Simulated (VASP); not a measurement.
## MgO: single point with LDA

MgO:

```
CELL_PARAMETERS angstrom
0.00000 2.11000 2.11000
2.11000 0.00000 2.11000
2.11000 2.11000 0.00000
ATOMIC_POSITIONS crystal
Mg 0.00000 0.00000 0.00000
O 0.50000 0.50000 0.50000
```

```yaml
Program: VASP 6.6.1
Task: single point
Functional: LDA
Potentials_or_basis: VASP PAW LDA potentials, release 64 (Mg_sv, O)
Cutoff: 840 eV
k_mesh: 8 × 8 × 8
Occupations: fermi-dirac, width 0.03 eV
Spin: no spin polarisation
```

```json
{
 "Pressure": "-6.4 GPa",
 "Band gap on the k mesh": "4.61 eV"
}
```

Levels at points of the mesh, in eV from the valence-band top:
```
           k point  band 4  band 5  band 6  band 7  band 8  band 9  band 10  band 11  band 12  band 13
(0.00, 0.00, 0.00)  -38.82  -16.96    0.00    0.00    0.00    4.61    15.50    15.50    15.50    19.51
(0.50, 0.00, 0.00)  -38.83  -15.59   -4.67   -0.66   -0.66    7.71    12.35    15.95    15.95    20.54
(0.50, 0.50, 0.00)  -38.85  -15.36   -4.10   -1.36   -1.36    8.89     9.67    12.84    18.56    18.56
```

It took 8.8 s on 1 thread of AMD EPYC 7R13 Processor (Zen 3), with other jobs on the host, peak memory 0.11 GiB.

Caveat: the cell stands under tension.
